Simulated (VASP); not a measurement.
# NaCl (Fm-3m) in VASP: a series of runs

The runs below take NaCl through single point, with PBE.

Program: VASP 6.6.1. These are calculated values, not measurements. Logs are shortened: lines on timing, memory, paths and dates and some standing lists are left out, and cuts for length are marked.

## 1. The cell of the first run

It takes space group Fm-3m (No. 225, cubic). The conventional cell has a = 5.578 Å, b = 5.578 Å, c = 5.578 Å, α = 90.00°, β = 90.00°, γ = 90.00°. Na (site symmetry m-3m) has 6 Cl at 2.79 Å within 3.7 Å. Cl (site symmetry m-3m) has 6 Na at 2.79 Å within 3.7 Å.

## 2. Single point, PBE (volume changed by -6%)

INCAR

```
SYSTEM = NaCl
PREC = Accurate ; ENCUT = 520
EDIFF = 1E-7 ; ISMEAR = 0
SIGMA = 0.01 ; LREAL = .FALSE.
LASPH = .TRUE. ; NELM = 80
ALGO = Normal ; ISIF = 2
LWAVE = .FALSE. ; LCHARG = .FALSE.
GGA = PE ; NBANDS = 14
```

KPOINTS

```
regular mesh
0
G
  6 6 6
  0 0 0
```

POSCAR

```
NaCl
1.0
    0.0000000000      2.7889731358      2.7889731358
    2.7889731358      0.0000000000      2.7889731358
    2.7889731358      2.7889731358      0.0000000000
Na Cl
1 1
Direct
    0.0000000000      0.0000000000      0.0000000000
    0.5000000000      0.5000000000      0.5000000000
```

Potentials or basis: VASP PAW PBE potentials, release 64 (Na_pv, Cl).

Started as:

```bash
$ cat potpaw_PBE.64/Na_pv/POTCAR potpaw_PBE.64/Cl/POTCAR > POTCAR
$ mpirun -np 1 vasp_std > vasp.out
```

OUTCAR:

```text
SYSTEM = NaCl
   PREC = Accurate
   ENCUT = 520
   EDIFF = 1E-7
   ISMEAR = 0
   LREAL = .FALSE.
   LASPH = .TRUE.
   NELM = 80
   ISIF = 2
   GGA = PE

 ion  position               nearest neighbor table
   1  0.000  0.000  0.000-
   2  0.500  0.500  0.500-

  LATTYP: Found a face centered cubic cell.
 ALAT       =     5.5779462716

  Lattice vectors:

 A1 = (   0.0000000000,   2.7889731358,   2.7889731358)
 A2 = (   2.7889731358,   0.0000000000,   2.7889731358)
 A3 = (   2.7889731358,   2.7889731358,   0.0000000000)

Analysis of symmetry for initial positions (statically):
=====================================================================
 Subroutine PRICEL returns:
 Original cell was already a primitive cell.

 Routine SETGRP: Setting up the symmetry group for a
 face centered cubic supercell.

 Subroutine GETGRP returns: Found 48 space group operations
 (whereof 48 operations were pure point group operations)
 out of a pool of 48 trial point group operations.

The static configuration has the point symmetry O_h .

Analysis of symmetry for dynamics (positions and initial velocities):
=====================================================================
 Subroutine PRICEL returns:
 Original cell was already a primitive cell.

 Routine SETGRP: Setting up the symmetry group for a
 face centered cubic supercell.

 Subroutine GETGRP returns: Found 48 space group operations
 (whereof 48 operations were pure point group operations)
 out of a pool of 48 trial point group operations.

The dynamic configuration has the point symmetry O_h .

 Subroutine INISYM returns: Found 48 space group operations
 (whereof 48 operations are pure point group operations),
 and found     1 'primitive' translations

----------------------------------------------------------------------------------------

                                     Primitive cell

  volume of cell :      43.3873

  direct lattice vectors                    reciprocal lattice vectors
     0.000000000  2.788973136  2.788973136    -0.179277453  0.179277453  0.179277453
     2.788973136  0.000000000  2.788973136     0.179277453 -0.179277453  0.179277453
     2.788973136  2.788973136  0.000000000     0.179277453  0.179277453 -0.179277453

  length of vectors
     3.944203634  3.944203634  3.944203634     0.310517657  0.310517657  0.310517657

  position of ions in fractional coordinates (direct lattice)
     0.000000000  0.000000000  0.000000000
     0.500000000  0.500000000  0.500000000
[... 78 lines left out ...]
   PSTRESS=    0.0 pullay stress
   NELECT =      14.0000    total number of electrons
   NUPDOWN=      -1.0000    fix difference up-down
   EMIN   =  10.00;   EMAX   =-10.00  energy-range for DOS
   EFERMI =   0.00;   METHOD = LEGACY
   ISMEAR =     0;   SIGMA  =   0.01  broadening in eV -4-tet -1-fermi 0-gaus
   EFERMI_NEDOS =   21; number of points for ismear=-14 and -15
   IALGO  =     38    algorithm
   IMIX   =      4    mixing-type and parameters
     AMIX     =   0.40;   BMIX     =  1.00
     AMIX_MAG =   1.60;   BMIX_MAG =  1.00
  volume/ion in A,a.u.               =      21.69       146.40
  Fermi-wavevector in a.u.,A,eV,Ry     =   1.122871  2.121918 17.154758  1.260839
  Thomas-Fermi vector in A             =   2.259534
   LORBIT       =      0    0 simple, 1 ext, 2 COOP (PROOUT), +10 PAW based schemes
   GGA     = PE    functional components
   LHFCALC =     F    Hartree Fock is set to
   AEXX    =    0.0000 exact exchange contribution
   IVDW    =     0    specifies the selected vdW correction
   LEPSILON=     F    determine dielectric tensor
   LRPA    =     F    only Hartree local field effects (RPA)
 non-spin polarized calculation
 Gauss-broadening in eV      SIGMA  =   0.01
  energy-cutoff  :      520.00
  volume of cell :       43.39
 maximum number of plane-waves:      1211
 NGX is ok and might be reduce to    30
   NGX = 15   NGY = 15   NGZ = 15

 number of electron      14.0000008 magnetization

 Free energy of the ion-electron system (eV)
  ---------------------------------------------------
  ext. energy  EPLUGINS =         0.00000000
  ---------------------------------------------------
  free energy    TOTEN  =        -6.76331367 eV

  energy without entropy =       -6.76331367  energy(sigma->0) =       -6.76331367

 E-fermi :  -0.4689     XC(G=0):  -8.3088

 val. band max:       -0.5354021093   @ k =   0.0000   0.0000   0.0000
 cond. band min:       4.7032549536   @ k =   0.0000   0.0000   0.0000
 fundamental gap:      5.2386570629
 Fermi energy:        -0.4688813760

 k-point     1 :       0.0000    0.0000    0.0000
  band No.  band energies     occupation
      1     -21.2915      2.00000
      2     -21.2915      2.00000
      3     -21.2915      2.00000
      4     -13.2712      2.00000
      5      -0.5354      2.00000
      6      -0.5354      2.00000
      7      -0.5354      2.00000
      8       4.7033      0.00000
      9      10.6179      0.00000
     10      10.6179      0.00000
     11      10.6179      0.00000
     12      12.8223      0.00000
     13      12.8223      0.00000
     14      14.4851      0.00000
[... 241 lines left out ...]
      1     -21.3111      2.00000
      2     -21.3042      2.00000
      3     -21.3027      2.00000
      4     -12.8352      2.00000
      5      -2.0462      2.00000
      6      -1.4955      2.00000
      7      -1.2908      2.00000
      8       7.9742      0.00000
      9       8.3893      0.00000
     10      10.1296      0.00000
     11      11.7200      0.00000
     12      14.9433      0.00000
     13      15.9207      0.00000
     14      16.0225      0.00000

------------------------ aborting loop because EDIFF is reached ----------------------------------------

  FORCE on cell =-STRESS in cart. coord.  units (eV):
  Direction    XX          YY          ZZ          XY          YZ          ZX
  --------------------------------------------------------------------------------------
  -------------------------------------------------------------------------------------
  Total        0.4572452      0.4572452      0.4572452      0.0000000      0.0000000      0.0000000
  in kB       16.8848311     16.8848311     16.8848311      0.0000000      0.0000000      0.0000000
  external PRESSURE =      16.8848311 kB  Pullay stress =       0.0000000 kB

 VOLUME and BASIS-vectors are now :
 -----------------------------------------------------------------------------
  energy-cutoff  :      520.00
  volume of cell :       43.39
      direct lattice vectors                 reciprocal lattice vectors
     0.000000000  2.788973136  2.788973136    -0.179277453  0.179277453  0.179277453
     2.788973136  0.000000000  2.788973136     0.179277453 -0.179277453  0.179277453
     2.788973136  2.788973136  0.000000000     0.179277453  0.179277453 -0.179277453

 POSITION                                       TOTAL-FORCE (eV/Angst)
 -----------------------------------------------------------------------------------
      0.00000      0.00000      0.00000        -0.000000      0.000000     -0.000000
      2.78897      2.78897      2.78897         0.000000     -0.000000      0.000000
 -----------------------------------------------------------------------------------
    total drift:                               -0.000000      0.000000      0.000000

  FREE ENERGIE OF THE ION-ELECTRON SYSTEM (eV)
  ---------------------------------------------------
  free  energy   TOTEN  =        -6.7633136656 eV

  energy  without entropy=       -6.7633136656  energy(sigma->0) =       -6.76331367
```

OSZICAR:

```text
N       E                     dE             d eps       ncg     rms          rms(c)
DAV:   1     0.997920073246E+02    0.99792E+02   -0.72367E+03   448   0.103E+03
DAV:   2     0.917601702412E+00   -0.98874E+02   -0.88840E+02   514   0.266E+02
DAV:   3    -0.683408408083E+01   -0.77517E+01   -0.77103E+01   580   0.699E+01
DAV:   4    -0.695302054423E+01   -0.11894E+00   -0.11890E+00   526   0.941E+00
DAV:   5    -0.695564429509E+01   -0.26238E-02   -0.26236E-02   576   0.140E+00    0.216E+00
DAV:   6    -0.676937628378E+01    0.18627E+00   -0.30941E-01   538   0.328E+00    0.162E+00
DAV:   7    -0.675789112089E+01    0.11485E-01   -0.81234E-02   612   0.166E+00    0.111E+00
DAV:   8    -0.676332783725E+01   -0.54367E-02   -0.96452E-03   508   0.852E-01    0.301E-01
DAV:   9    -0.676321127230E+01    0.11656E-03   -0.21512E-04   562   0.114E-01    0.157E-01
DAV:  10    -0.676332338936E+01   -0.11212E-03   -0.29278E-04   520   0.139E-01    0.653E-02
DAV:  11    -0.676331313577E+01    0.10254E-04   -0.19482E-05   568   0.422E-02    0.128E-02
DAV:  12    -0.676331336725E+01   -0.23148E-06   -0.20192E-06   520   0.137E-02    0.140E-03
DAV:  13    -0.676331386684E+01   -0.49959E-06   -0.26147E-07   556   0.341E-03    0.355E-03
DAV:  14    -0.676331365942E+01    0.20742E-06   -0.51816E-08   344   0.133E-03    0.362E-04
DAV:  15    -0.676331366555E+01   -0.61359E-08   -0.33484E-09   338   0.568E-04
   1 F= -.67633137E+01 E0= -.67633137E+01  d E =-.474790E-23
```

stdout:

```text
POSCAR found type information on POSCAR NaCl
 POSCAR found :  2 types and       2 ions
 scaLAPACK will be used
 LDA part: xc-table for (Slater+PW92), standard interpolation
 POSCAR, INCAR and KPOINTS ok, starting setup
 FFT: planning ... GRIDC
 FFT: planning ... GRID_SOFT
 FFT: planning ... GRID
 WAVECAR not read
 entering main loop
```

Wall time 7.5 s (1 thread of Intel Xeon Platinum 8488C (Sapphire Rapids), shared host); peak memory 0.16 GiB.

Results:

```
Free energy            : -6.7633 eV
Pressure               : 1.7 GPa
Band gap on the k mesh : 5.24 eV, direct
```

Levels at points of the mesh, in eV from the valence-band top:
```tsv
k point	band 4	band 5	band 6	band 7	band 8	band 9	band 10	band 11
(0.00, 0.00, 0.00)	-12.74	0.00	0.00	0.00	5.24	11.15	11.15	11.15
(0.50, 0.00, 0.00)	-12.36	-2.03	-0.28	-0.28	7.33	10.90	11.05	11.05
(0.50, 0.50, 0.00)	-12.31	-1.75	-0.63	-0.63	7.63	8.05	11.56	15.08
```

Caveat: the cell differs from its parent crystal (volume changed by -6%).

## 3. Single point, PBE

This run uses another cell than the first one, of 23.08 Å³/atom, 1.064 times its volume.

INCAR

```
SYSTEM = NaCl
ALGO = Normal
EDIFF = 1E-7
ENCUT = 520
GGA = PE
ISIF = 2
ISMEAR = 0
LASPH = .True.
LCHARG = .False.
LREAL = .False.
LWAVE = .False.
NBANDS = 14
NELM = 80
PREC = Accurate
SIGMA = 0.01
```

KPOINTS

```
k-points
0
Gamma
  6 6 6
  0 0 0
```

POSCAR

```
NaCl
1.0
    0.0000000000      2.8470933908      2.8470933908
    2.8470933908      0.0000000000      2.8470933908
    2.8470933908      2.8470933908      0.0000000000
Na Cl
1 1
Direct
    0.0000000000      0.0000000000      0.0000000000
    0.5000000000      0.5000000000      0.5000000000
```

Potentials or basis: VASP PAW PBE potentials, release 64 (Na_pv, Cl).

Started as:

```bash
$ cat potpaw_PBE.64/Na_pv/POTCAR potpaw_PBE.64/Cl/POTCAR > POTCAR
$ mpirun -np 1 vasp_std > vasp.out
```

It took 7.5 s on 1 thread of Intel Xeon Platinum 8488C (Sapphire Rapids), shared host; peak memory 0.15 GiB.

The run converged. Its results:

- Free energy: -6.7779 eV
- Pressure: 0.0 GPa
- Band gap on the k mesh: 5.00 eV, direct

Levels at points of the mesh, in eV from the valence-band top:
```tsv
k point	band 5	band 6	band 7	band 8	band 9	band 10
(0.00, 0.00, 0.00)	0.00	0.00	0.00	5.00	11.09	11.09
(0.50, 0.00, 0.00)	-1.84	-0.25	-0.25	7.22	10.39	10.90
(0.50, 0.50, 0.00)	-1.58	-0.57	-0.57	7.45	8.10	11.12
```

PBE gaps usually lie below the measured ones, often by a third to a half.

## 4. Single point, PBE (volume changed by -3%)

INCAR

```
SYSTEM = NaCl
PREC = Accurate
ENCUT = 520
EDIFF = 1E-7
ISMEAR = 0
SIGMA = 0.01
LREAL = .FALSE.
LASPH = .TRUE.
NELM = 100
ALGO = Normal
ISIF = 2
LWAVE = .FALSE.
LCHARG = .FALSE.
GGA = PE
NBANDS = 14
```

KPOINTS

```
Automatic mesh
0
G
  6 6 6
  0 0 0
```

POSCAR

```
NaCl
1.0
    0.0000000000      2.8183329054      2.8183329054
    2.8183329054      0.0000000000      2.8183329054
    2.8183329054      2.8183329054      0.0000000000
Na Cl
1 1
Direct
    0.0000000000      0.0000000000      0.0000000000
    0.5000000000      0.5000000000      0.5000000000
```

Potentials or basis: VASP PAW PBE potentials, release 64 (Na_pv, Cl).

Started as:

```bash
$ cat potpaw_PBE.64/Na_pv/POTCAR potpaw_PBE.64/Cl/POTCAR > POTCAR
$ mpirun -np 1 vasp_std > vasp.out
```

OUTCAR:

```text
SYSTEM = NaCl
   PREC = Accurate
   ENCUT = 520
   EDIFF = 1E-7
   ISMEAR = 0
   LREAL = .FALSE.
   LASPH = .TRUE.
   NELM = 100
   ISIF = 2
   GGA = PE

 ion  position               nearest neighbor table
   1  0.000  0.000  0.000-
   2  0.500  0.500  0.500-

  LATTYP: Found a face centered cubic cell.
 ALAT       =     5.6366658108

  Lattice vectors:

 A1 = (   0.0000000000,   2.8183329054,   2.8183329054)
 A2 = (   2.8183329054,   0.0000000000,   2.8183329054)
 A3 = (   2.8183329054,   2.8183329054,   0.0000000000)

Analysis of symmetry for initial positions (statically):
=====================================================================
 Subroutine PRICEL returns:
 Original cell was already a primitive cell.

 Routine SETGRP: Setting up the symmetry group for a
 face centered cubic supercell.

 Subroutine GETGRP returns: Found 48 space group operations
 (whereof 48 operations were pure point group operations)
 out of a pool of 48 trial point group operations.

The static configuration has the point symmetry O_h .

Analysis of symmetry for dynamics (positions and initial velocities):
=====================================================================
 Subroutine PRICEL returns:
 Original cell was already a primitive cell.

 Routine SETGRP: Setting up the symmetry group for a
 face centered cubic supercell.

 Subroutine GETGRP returns: Found 48 space group operations
 (whereof 48 operations were pure point group operations)
 out of a pool of 48 trial point group operations.

The dynamic configuration has the point symmetry O_h .

 Subroutine INISYM returns: Found 48 space group operations
 (whereof 48 operations are pure point group operations),
 and found     1 'primitive' translations

----------------------------------------------------------------------------------------

                                     Primitive cell

[... 109 lines left out ...]
   IVDW    =     0    specifies the selected vdW correction
   LEPSILON=     F    determine dielectric tensor
   LRPA    =     F    only Hartree local field effects (RPA)
 non-spin polarized calculation
 Gauss-broadening in eV      SIGMA  =   0.01
  energy-cutoff  :      520.00
  volume of cell :       44.77
 maximum number of plane-waves:      1243
 NGX is ok and might be reduce to    30
   NGX = 15   NGY = 15   NGZ = 15

 number of electron      13.9999997 magnetization

 Free energy of the ion-electron system (eV)
  ---------------------------------------------------
  ext. energy  EPLUGINS =         0.00000000
  ---------------------------------------------------
  free energy    TOTEN  =        -6.77426347 eV

  energy without entropy =       -6.77426347  energy(sigma->0) =       -6.77426347

 E-fermi :  -0.6800     XC(G=0):  -8.1736

 val. band max:       -0.7215108422   @ k =   0.0000   0.0000   0.0000
 cond. band min:       4.3928624268   @ k =   0.0000   0.0000   0.0000
 fundamental gap:      5.1143732690
 Fermi energy:        -0.6799950784

 k-point     1 :       0.0000    0.0000    0.0000
  band No.  band energies     occupation
      1     -21.5361      2.00000
      2     -21.5361      2.00000
      3     -21.5361      2.00000
      4     -13.3841      2.00000
      5      -0.7215      2.00000
      6      -0.7215      2.00000
      7      -0.7215      2.00000
      8       4.3929      0.00000
      9      10.4010      0.00000
     10      10.4010      0.00000
     11      10.4010      0.00000
     12      12.5639      0.00000
     13      12.5639      0.00000
     14      14.1743      0.00000
[... 241 lines left out ...]
      1     -21.5532      2.00000
      2     -21.5472      2.00000
      3     -21.5458      2.00000
      4     -12.9851      2.00000
      5      -2.1575      2.00000
      6      -1.6324      2.00000
      7      -1.4376      2.00000
      8       7.6705      0.00000
      9       8.1783      0.00000
     10       9.7957      0.00000
     11      11.3580      0.00000
     12      14.4890      0.00000
     13      15.5141      0.00000
     14      15.6328      0.00000

------------------------ aborting loop because EDIFF is reached ----------------------------------------

  FORCE on cell =-STRESS in cart. coord.  units (eV):
  Direction    XX          YY          ZZ          XY          YZ          ZX
  --------------------------------------------------------------------------------------
  -------------------------------------------------------------------------------------
  Total        0.2141755      0.2141755      0.2141755      0.0000000     -0.0000000     -0.0000000
  in kB        7.6643171      7.6643171      7.6643171      0.0000000     -0.0000000     -0.0000000
  external PRESSURE =       7.6643171 kB  Pullay stress =       0.0000000 kB

 VOLUME and BASIS-vectors are now :
 -----------------------------------------------------------------------------
  energy-cutoff  :      520.00
  volume of cell :       44.77
      direct lattice vectors                 reciprocal lattice vectors
     0.000000000  2.818332905  2.818332905    -0.177409844  0.177409844  0.177409844
     2.818332905  0.000000000  2.818332905     0.177409844 -0.177409844  0.177409844
     2.818332905  2.818332905  0.000000000     0.177409844  0.177409844 -0.177409844

 POSITION                                       TOTAL-FORCE (eV/Angst)
 -----------------------------------------------------------------------------------
      0.00000      0.00000      0.00000        -0.000000      0.000000     -0.000000
      2.81833      2.81833      2.81833         0.000000     -0.000000      0.000000
 -----------------------------------------------------------------------------------
    total drift:                               -0.000000      0.000000      0.000000

  FREE ENERGIE OF THE ION-ELECTRON SYSTEM (eV)
  ---------------------------------------------------
  free  energy   TOTEN  =        -6.7742634673 eV

  energy  without entropy=       -6.7742634673  energy(sigma->0) =       -6.77426347
```

stdout:

```text
POSCAR found type information on POSCAR NaCl
 POSCAR found :  2 types and       2 ions
 scaLAPACK will be used
 LDA part: xc-table for (Slater+PW92), standard interpolation
 POSCAR, INCAR and KPOINTS ok, starting setup
 FFT: planning ... GRIDC
 FFT: planning ... GRID_SOFT
 FFT: planning ... GRID
 WAVECAR not read
 entering main loop
```

It took 7.5 s on 1 thread of Intel Xeon Platinum 8488C (Sapphire Rapids), shared host; peak memory 0.15 GiB.

What came out:

```
Free energy            : -6.7743 eV
Pressure               : 0.8 GPa
Band gap on the k mesh : 5.11 eV, direct
```

Caveat: the cell differs from its parent crystal (volume changed by -3%).

## 5. The runs side by side

```tsv
cell	gap on the mesh (eV)	pressure (GPa)
a = 3.944 Å, angles 60.0°, 2 atoms	5.24	1.7
a = 4.026 Å, angles 60.0°, 2 atoms	5.00	0.0
a = 3.986 Å, angles 60.0°, 2 atoms	5.11	0.8
```

Alike in all rows: task single point; level PBE; potentials or basis VASP PAW PBE potentials, release 64 (Na_pv, Cl); no spin polarisation; k mesh 6 × 6 × 6; cutoff (eV) 520; smearing gaussian 0.01 eV.

Absolute energies hang on the potentials; compare differences alone.
